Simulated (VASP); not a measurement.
A run of VASP 6.6.1 is set up as follows.

The input INCAR:

```
SYSTEM = Mg
PREC = Accurate ; ENCUT = 600
EDIFF = 1E-6 ; ISMEAR = 0
SIGMA = 0.1 ; LREAL = .FALSE.
LASPH = .TRUE. ; NELM = 120
ALGO = Normal ; ISIF = 2
LWAVE = .FALSE. ; LCHARG = .FALSE.
GGA = PE ; ISYM = 0
NBANDS = 7 ; GGA_COMPAT = .FALSE.
```

File KPOINTS:

```
Automatic mesh
0
Gamma
  7 1 1
  0 0 0.5
```

POSCAR

```
Mg
1.0
    3.0502998005      0.0000000000      0.0000000000
   -1.5251499003      2.6416371164      0.0000000000
    0.0000000000      0.0000000000      3.0448375700
Mg
1
Direct
    0.0000000000      0.0000000000      0.0000000000
```

Potentials or basis: VASP PAW PBE potentials, release 64 (Mg).

Launch:

```console
$ cat potpaw_PBE.64/Mg/POTCAR > POTCAR
$ mpirun -np 1 vasp_std > vasp.out
```

**Question.** What does it give for the pressure?

**Answer.** 6.5 GPa.

**Question.** Estimate the band gap on the k mesh.

**Answer.** Zero (band 1 reaches 3.05 eV, above the bottom of band 2 at -0.10 eV).

Stress tensor (GPa, compression positive):
```
-22.73   5.37   0.00
  5.37 -28.93   0.00
  0.00   0.00  71.27
```

Caveat: the k points lie up to 2.38 Å⁻¹ apart.
